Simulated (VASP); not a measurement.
# BN (P6_3mc) in VASP: single point with PBE

Aim: the single point of BN with PBE.

Everything below comes from runs of VASP 6.6.1. Logs are shortened: lines on timing, memory, paths and dates and some standing lists are left out, and cuts for length are marked.

**1. The cell of the first run**

It takes space group P6_3mc (No. 186, hexagonal). Conventional cell: a = 2.536 Å, b = 2.536 Å, c = 4.199 Å, α = 90.00°, β = 90.00°, γ = 120.00°. Within 2.1 Å of B (site symmetry 3m) lie 4 N at 1.56 to 1.57 Å. N (site symmetry 3m) has 4 B at 1.56 to 1.57 Å within 2.1 Å.

**2. Single point, PBE**

INCAR

```
SYSTEM = BN
PREC = Accurate ; ENCUT = 600
EDIFF = 1E-6 ; ISMEAR = 1
SIGMA = 0.05 ; LREAL = .FALSE.
LASPH = .TRUE. ; NELM = 120
ALGO = Normal ; ISIF = 2
LWAVE = .FALSE. ; LCHARG = .FALSE.
GGA = PE ; NBANDS = 16
GGA_COMPAT = .FALSE.
```

KPOINTS

```
Automatic mesh
0
G
  6 6 3
  0 0 0
```

POSCAR

```
BN
1.0
    2.5360000000      0.0000000000      0.0000000000
   -1.2680000000      2.1962400000      0.0000000000
    0.0000000000      0.0000000000      4.1990000000
B N
2 2
Direct
    0.6666666667      0.3333333333      0.0000000000
    0.3333333333      0.6666666667      0.5000000000
    0.6666666667      0.3333333333      0.3750000000
    0.3333333333      0.6666666667      0.8750000000
```

Potentials or basis: VASP PAW PBE potentials, release 64 (B, N).

Started as:

```bash
> cat potpaw_PBE.64/B/POTCAR potpaw_PBE.64/N/POTCAR > POTCAR
> mpirun -np 1 vasp_std > vasp.out
```

OUTCAR:

```text
SYSTEM = BN
   PREC = Accurate
   ENCUT = 600
   EDIFF = 1E-6
   ISMEAR = 1
   LREAL = .FALSE.
   LASPH = .TRUE.
   NELM = 120
   ISIF = 2
   GGA = PE

 ion  position               nearest neighbor table
   1  0.667  0.333  0.000-   4 1.56   4 1.56   4 1.56   3 1.57
   2  0.333  0.667  0.500-   3 1.56   3 1.56   3 1.56   4 1.57
   3  0.667  0.333  0.375-   2 1.56   2 1.56   2 1.56   1 1.57
   4  0.333  0.667  0.875-   1 1.56   1 1.56   1 1.56   2 1.57

  LATTYP: Found a hexagonal cell.
 ALAT       =     2.5360000000
 C/A-ratio  =     1.6557570978

  Lattice vectors:

 A1 = (   2.5360000000,   0.0000000000,   0.0000000000)
 A2 = (  -1.2680000000,   2.1962400000,   0.0000000000)
 A3 = (   0.0000000000,   0.0000000000,   4.1990000000)

Analysis of symmetry for initial positions (statically):
=====================================================================
 Subroutine PRICEL returns:
 Original cell was already a primitive cell.

 Routine SETGRP: Setting up the symmetry group for a
 hexagonal supercell.

 Subroutine GETGRP returns: Found 12 space group operations
 (whereof  6 operations were pure point group operations)
 out of a pool of 24 trial point group operations.

The static configuration has the point symmetry C_3v.
 The point group associated with its full space group is C_6v.

Analysis of symmetry for dynamics (positions and initial velocities):
=====================================================================
 Subroutine PRICEL returns:
 Original cell was already a primitive cell.

 Routine SETGRP: Setting up the symmetry group for a
 hexagonal supercell.

 Subroutine GETGRP returns: Found 12 space group operations
 (whereof  6 operations were pure point group operations)
 out of a pool of 24 trial point group operations.

The dynamic configuration has the point symmetry C_3v.
 The point group associated with its full space group is C_6v.

 Subroutine INISYM returns: Found 12 space group operations
 (whereof  6 operations are pure point group operations),
 and found     1 'primitive' translations

----------------------------------------------------------------------------------------

                                     Primitive cell

  volume of cell :      23.3870

  direct lattice vectors                    reciprocal lattice vectors
     2.536000000  0.000000000  0.000000000     0.394321767  0.227661822  0.000000000
    -1.268000000  2.196240000  0.000000000     0.000000000  0.455323644  0.000000000
     0.000000000  0.000000000  4.199000000     0.000000000  0.000000000  0.238151941

  length of vectors
     2.536000000  2.535999633  4.199000000     0.455323578  0.455323644  0.238151941

  position of ions in fractional coordinates (direct lattice)
     0.666666667  0.333333333  0.000000000
     0.333333333  0.666666667  0.500000000
     0.666666667  0.333333333  0.375000000
     0.333333333  0.666666667  0.875000000

  ion indices of the primitive-cell ions
   primitive index   ion index
                 1           1
                 2           2
                 3           3
                 4           4

----------------------------------------------------------------------------------------

 KPOINTS: Automatic mesh

Automatic generation of k-mesh.
 Grid dimensions read from file:
 generate k-points for:    6    6    3

 Generating k-lattice:

  Cartesian coordinates                     Fractional coordinates (reciprocal lattice)
     0.065720294  0.037943637  0.000000000     0.166666667  0.000000000  0.000000000
     0.000000000  0.075887274  0.000000000     0.000000000  0.166666667  0.000000000
     0.000000000  0.000000000  0.079383980     0.000000000  0.000000000  0.333333333

  Length of vectors
     0.075887263  0.075887274  0.079383980

  Shift w.r.t. Gamma in fractional coordinates (k-lattice)
     0.000000000  0.000000000  0.000000000

 Subroutine IBZKPT returns following result:
 ===========================================

 Found     14 irreducible k-points:

 Following reciprocal coordinates:
            Coordinates               Weight
  0.000000  0.000000  0.000000      1.000000
  0.166667 -0.000000  0.000000      6.000000
  0.333333 -0.000000  0.000000      6.000000
  0.500000 -0.000000  0.000000      3.000000
  0.166667  0.166667  0.000000      6.000000
  0.333333  0.166667  0.000000     12.000000
  0.333333  0.333333  0.000000      2.000000
  0.000000  0.000000  0.333333      2.000000
  0.166667 -0.000000  0.333333     12.000000
  0.333333 -0.000000  0.333333     12.000000
  0.500000 -0.000000  0.333333      6.000000
  0.166667  0.166667  0.333333     12.000000
  0.333333  0.166667  0.333333     24.000000
  0.333333  0.333333  0.333333      4.000000
   k-points           NKPTS =     14   k-points in BZ     NKDIM =     14   number of bands    NBANDS=     16
   number of dos      NEDOS =    301   number of ions     NIONS =      4
   total plane-waves  NPLWV =  14400
   dimension x,y,z NGX =    20 NGY =   20 NGZ =   36
   dimension x,y,z NGXF=    40 NGYF=   40 NGZF=   72
   ions per type =               2   2
   NGX,Y,Z   is equivalent  to a cutoff of  13.11, 13.11, 14.25 a.u.
   NGXF,Y,Z  is equivalent  to a cutoff of  26.22, 26.22, 28.51 a.u.
 SYSTEM =  BN
   PREC   = accura    normal or accurate (medium, high low for compatibility)
   ISTART =      0    job   : 0-new  1-cont  2-samecut
   ICHARG =      2    charge: 1-file 2-atom 10-const
   ISPIN  =      1    spin polarized calculation?
   LNONCOLLINEAR =      F non collinear calculations
   LSORBIT =      F    spin-orbit coupling
   LASPH  =      T    aspherical Exc in radial PAW
   ENCUT  =  600.0 eV  44.10 Ry    6.64 a.u.   5.07  5.07  8.39*2*pi/ulx,y,z
   NELM   =    120;   NELMIN=  2; NELMDL= -5     # of ELM steps
   EDIFF  = 0.1E-05   stopping-criterion for ELM
   LREAL  =      F    real-space projection
   EDIFFG = 0.1E-04   stopping-criterion for IOM
   NSW    =      0    number of steps for IOM
   IBRION =     -1    ionic relax: 0-MD 1-quasi-New 2-CG
   NFREE  =      0    steps in history (QN), initial steepest desc. (CG)
   ISIF   =      2    stress and relaxation
   ISYM   =      2    0-nonsym 1-usesym 2-fastsym
   POTIM  = 0.5000    time-step for ionic-motion
   TEBEG  =    0.0;   TEEND  =   0.0 temperature during run
   PSTRESS=    0.0 pullay stress
   NELECT =      16.0000    total number of electrons
   NUPDOWN=      -1.0000    fix difference up-down
   EMIN   =  10.00;   EMAX   =-10.00  energy-range for DOS
   EFERMI =   0.00;   METHOD = LEGACY
   ISMEAR =     1;   SIGMA  =   0.05  broadening in eV -4-tet -1-fermi 0-gaus
   EFERMI_NEDOS =   21; number of points for ismear=-14 and -15
   IALGO  =     38    algorithm
   IMIX   =      4    mixing-type and parameters
     AMIX     =   0.40;   BMIX     =  1.00
     AMIX_MAG =   1.60;   BMIX_MAG =  1.00
  volume/ion in A,a.u.               =       5.85        39.46
  Fermi-wavevector in a.u.,A,eV,Ry     =   1.442524  2.725976 28.312048  2.080877
  Thomas-Fermi vector in A             =   2.561035
   LORBIT       =      0    0 simple, 1 ext, 2 COOP (PROOUT), +10 PAW based schemes
   GGA     = PE    functional components
   LHFCALC =     F    Hartree Fock is set to
   AEXX    =    0.0000 exact exchange contribution
   IVDW    =     0    specifies the selected vdW correction
   LEPSILON=     F    determine dielectric tensor
   LRPA    =     F    only Hartree local field effects (RPA)
 non-spin polarized calculation
 Methfessel and Paxton  Order N= 1 SIGMA  =   0.05
  energy-cutoff  :      600.00
  volume of cell :       23.39
 maximum number of plane-waves:       801
   NGX = 11   NGY = 11   NGZ = 17

 number of electron      16.0000003 magnetization

 Free energy of the ion-electron system (eV)
  ---------------------------------------------------
  ext. energy  EPLUGINS =         0.00000000
  ---------------------------------------------------
  free energy    TOTEN  =       -34.81995546 eV

  energy without entropy =      -34.82000914  energy(sigma->0) =      -34.81997335

 E-fermi :   7.7246     XC(G=0): -12.8627

 val. band max:        7.6824885419   @ k =   0.0000   0.0000   0.0000
 cond. band min:      12.8802780921   @ k =   0.3333   0.3333   0.0000
 fundamental gap:      5.1977895502
 Fermi energy:         7.7245823521

 k-point     1 :       0.0000    0.0000    0.0000
  band No.  band energies     occupation
      1     -12.8370      2.00000
      2      -8.6431      2.00000
      3      -3.3268      2.00000
      4       5.5477      2.00000
      5       5.5477      2.00000
      6       7.4339      2.00000
[... 8 lines left out ...]
     15      19.6672      0.00000
     16      24.0233      0.00000

 k-point     2 :       0.1667   -0.0000    0.0000
  band No.  band energies     occupation
      1     -12.2317      2.00000
      2      -8.1897      2.00000
      3      -2.7277      2.00000
      4       3.1732      2.00000
      5       4.5891      2.00000
      6       5.6823      2.00000
[... 8 lines left out ...]
     15      21.2788      0.00000
     16      23.1079      0.00000

 k-point     3 :       0.3333   -0.0000    0.0000
  band No.  band energies     occupation
      1     -10.5176      2.00000
      2      -7.2188      2.00000
      3      -1.0748      2.00000
      4      -0.5794      2.00000
      5       2.1166      2.00000
      6       3.2052      2.00000
[... 8 lines left out ...]
     15      23.6252      0.00000
     16      24.2431      0.00000
[... 172 lines left out ...]
 k-point    13 :       0.3333    0.1667    0.3333
  band No.  band energies     occupation
      1      -8.5757      2.00000
      2      -7.5235      2.00000
      3      -1.7865      2.00000
      4      -0.7718      2.00000
      5       1.4200      2.00000
      6       2.7244      2.00000
[... 8 lines left out ...]
     15      23.4880      0.00000
     16      24.4765      0.00000

 k-point    14 :       0.3333    0.3333    0.3333
  band No.  band energies     occupation
      1      -7.3579      2.00000
      2      -7.3579      2.00000
      3      -0.9523      2.00000
      4      -0.9241      2.00000
      5      -0.9241      2.00000
      6       0.8513      2.00000
[... 8 lines left out ...]
     15      24.4167      0.00000
     16      24.4167      0.00000

------------------------ aborting loop because EDIFF is reached ----------------------------------------

  FORCE on cell =-STRESS in cart. coord.  units (eV):
  Direction    XX          YY          ZZ          XY          YZ          ZX
  --------------------------------------------------------------------------------------
  -------------------------------------------------------------------------------------
  Total        1.2314907      1.2314902      1.0518978      0.0000000      0.0000000      0.0000000
  in kB       84.3658731     84.3658405     72.0624801      0.0000000      0.0000000      0.0000000
  external PRESSURE =      80.2647312 kB  Pullay stress =       0.0000000 kB

 VOLUME and BASIS-vectors are now :
 -----------------------------------------------------------------------------
  energy-cutoff  :      600.00
  volume of cell :       23.39
      direct lattice vectors                 reciprocal lattice vectors
     2.536000000  0.000000000  0.000000000     0.394321767  0.227661822  0.000000000
    -1.268000000  2.196240000  0.000000000     0.000000000  0.455323644  0.000000000
     0.000000000  0.000000000  4.199000000     0.000000000  0.000000000  0.238151941

 POSITION                                       TOTAL-FORCE (eV/Angst)
 -----------------------------------------------------------------------------------
      1.26800      0.73208      0.00000        -0.000000     -0.000000      0.054522
     -0.00000      1.46416      2.09950         0.000000     -0.000000      0.054522
      1.26800      0.73208      1.57462        -0.000000     -0.000000     -0.054522
     -0.00000      1.46416      3.67413         0.000000      0.000000     -0.054522
 -----------------------------------------------------------------------------------
    total drift:                                0.000000     -0.000000     -0.000240

  FREE ENERGIE OF THE ION-ELECTRON SYSTEM (eV)
  ---------------------------------------------------
  free  energy   TOTEN  =       -34.8199554593 eV

  energy  without entropy=      -34.8200091436  energy(sigma->0) =      -34.81997335
```

Wall time 4.6 s (1 thread of Intel Xeon Platinum 8488C (Sapphire Rapids), shared host); peak memory 0.13 GiB.

Results:

```yaml
Free_energy: -34.8200 eV
Pressure: 8.0 GPa
Largest_force: 0.055 eV/Å
Band_gap_on_the_k_mesh: 5.20 eV, indirect (least direct gap 8.39 eV)
```

Forces on the atoms (eV/Å):
```
B    0.000  0.000  0.055
B    0.000  0.000  0.055
N    0.000  0.000 -0.055
N    0.000  0.000 -0.055
```

Levels at points of the mesh, in eV from the valence-band top:
| k point | band 4 | band 5 | band 6 | band 7 | band 8 | band 9 | band 10 | band 11 | band 12 | band 13 |
| --- | --- | --- | --- | --- | --- | --- | --- | --- | --- | --- |
| (0.00, 0.00, 0.00) | -2.13 | -2.13 | -0.25 | 0.00 | 0.00 | 8.44 | 8.44 | 8.62 | 9.69 | 10.97 |
| (0.50, 0.00, 0.00) | -7.87 | -6.95 | -5.03 | -4.44 | -2.14 | 6.77 | 8.01 | 10.71 | 11.61 | 13.00 |

Caveat: the k points lie up to 0.50 Å⁻¹ apart. PBE gaps usually lie below the measured ones, often by a third to a half.
